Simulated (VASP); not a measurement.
Here is a VASP 6.6.1 calculation.

INCAR

```
SYSTEM = LiF
ALGO     = Normal         ! electronic algorithm
EDIFF    = 1E-6           ! SCF threshold, eV
ENCUT    = 750            ! plane-wave cutoff, eV
GGA      = PE             ! functional
GGA_COMPAT= .False.      
ISIF     = 2              ! what is computed and relaxed
ISMEAR   = 0              ! smearing method
LASPH    = .True.         ! aspherical terms in the spheres
LCHARG   = .False.        ! write CHGCAR
LREAL    = .False.        ! projectors in reciprocal space
LWAVE    = .False.        ! write WAVECAR
NBANDS   = 12             ! bands
NELM     = 120            ! most SCF steps
PREC     = Accurate       ! precision mode
SIGMA    = 0.01           ! smearing width, eV
```

File KPOINTS:

```
k-points
0
Gamma
  4 4 4
  0 0 0
```

File POSCAR:

```
LiF
1.0
    0.0000000000      2.0050000000      2.0050000000
    2.0050000000      0.0000000000      2.0050000000
    2.0050000000      2.0050000000      0.0000000000
Li F
1 1
Direct
   -0.0099750623      0.0099750623      0.0099750623
    0.5000000000      0.5000000000      0.5000000000
```

Potentials or basis: VASP PAW PBE potentials, release 64 (Li_sv, F).

Command:

```console
$ cat potpaw_PBE.64/Li_sv/POTCAR potpaw_PBE.64/F/POTCAR > POTCAR
$ mpirun -np 1 vasp_std > vasp.out
```

Task: What does it give for the band gap on the k mesh?

Result: 9.19 eV, direct.

Task: What does it give for the pressure?

Result: 2.6 GPa.

Forces on the atoms (eV/Å):
```
Li  -0.071  0.000  0.000
F    0.071  0.000  0.000
```

Caveat: the k points lie up to 0.68 Å⁻¹ apart. A hybrid or GW would open this gap; PBE tends to underestimate it.
